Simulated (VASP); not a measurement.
Cs, 1 atom in the cell. The structure is cubic, space group Im-3m (No. 229). The conventional cell has a = 6.129 Å, b = 6.129 Å, c = 6.129 Å, α = 90.00°, β = 90.00°, γ = 90.00°. 

```yaml
Program: VASP 6.6.1
Task: single point
Functional: PBEsol
Potentials_or_basis: VASP PAW PBE potentials, release 64 (Cs_sv)
Cutoff: 520 eV
k_mesh: 6 × 6 × 6
Occupations: fermi-dirac, width 0.05 eV
Spin: no spin polarisation
Dipole_correction: no
Further_INCAR_settings: ALGO = Normal; EDIFF = 1e-07; NBANDS = 10
```

Potentials or basis: VASP PAW PBE potentials, release 64 (Cs_sv).

Run with:

```console
$ cat potpaw_PBE.64/Cs_sv/POTCAR > POTCAR
$ mpirun -np 1 vasp_std > vasp.out
```

Hardware: 1 thread of AMD EPYC 7R43 64-Core Processor (Zen 3) (shared host).

Question: How long does it take, and how much memory?

Answer: Wall time 14 s on 1 thread of AMD EPYC 7R43 64-Core Processor (Zen 3) (shared host), peak memory 0.19 GiB. Counts: scf iterations 11, k points 16.
